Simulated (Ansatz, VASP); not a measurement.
## Two plane-wave programs on Cd

```
Cd
1.0
     2.94421    0.00000    0.00000
    -1.47211    2.54976    0.00000
     0.00000    0.00000    5.83473
Cd
2
Direct
  0.33333 0.66667 0.25000
  0.66667 0.33333 0.75000
```

Change from the starting cell: strain along c alone, the other axes held, atoms relaxed: +4.0 %.

Alike in both runs: task single point; functional PBEsol; k mesh 24 × 24 × 10; occupations gaussian, width 0.1 eV; no spin polarisation.

|  | VASP | Ansatz |
| --- | --- | --- |
| version | VASP 6.6.1 | Ansatz 0.2.0 |
| potentials or method | VASP PAW PBE potentials, release 64 (Cd), cutoff 520 eV | scalar-relativistic, plane waves, PAW |
| valence electrons in the cell | 24 | 40 |

Ansatz gave:

* gap on the k mesh at the Fermi level (eV): none
* pressure (GPa): -1.4
* traceless stress, the component that is largest in VASP (GPa): -0.93

Problem. Which values does VASP return?

Solution. gap on the k mesh at the Fermi level (eV): none; pressure (GPa): -1.0; traceless stress, the component that is largest in VASP (GPa): -1.11.

VASP's potentials were made for PBE, not for PBEsol. A gap of «none» marks a metal or a gap that the smearing closes. VASP's potentials hold 24 valence electrons a cell and Ansatz's 40, so a difference there can come from the potentials and not from the codes.
